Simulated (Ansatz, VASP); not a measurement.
# Two plane-wave programs on BN

```
B N
1.0
     2.50058    0.00000    0.00000
    -1.25029    2.16557    0.00000
     0.00000    0.00000    6.52364
B N
2 2
Direct
  0.33333 0.66667 0.25000
  0.66667 0.33333 0.75000
  0.33333 0.66667 0.75000
  0.66667 0.33333 0.25000
```

Alike in both runs: task single point; functional LDA; k mesh 12 × 12 × 4; no spin polarisation.

```csv
,VASP,Ansatz
version,VASP 6.6.1,Ansatz 0.2.0
potentials or method,"VASP PAW LDA potentials, release 64 (B, N)","plane waves, PAW"
plane-wave cutoff (eV),520,420
occupations,"gaussian, width 0.01 eV",fixed
valence electrons in the cell,16,16
```

```tsv
	VASP	Ansatz	Ansatz less VASP
gap on the k mesh at the Fermi level (eV)	4.04	4.05	+0.016
pressure (GPa)	-3.1	-3.5	-0.45
traceless stress, the component that is largest in VASP (GPa)	2.73	3.35	+0.617
```

LDA's correlation is that of Perdew and Zunger in VASP and of Perdew and Wang (1992) in Ansatz.
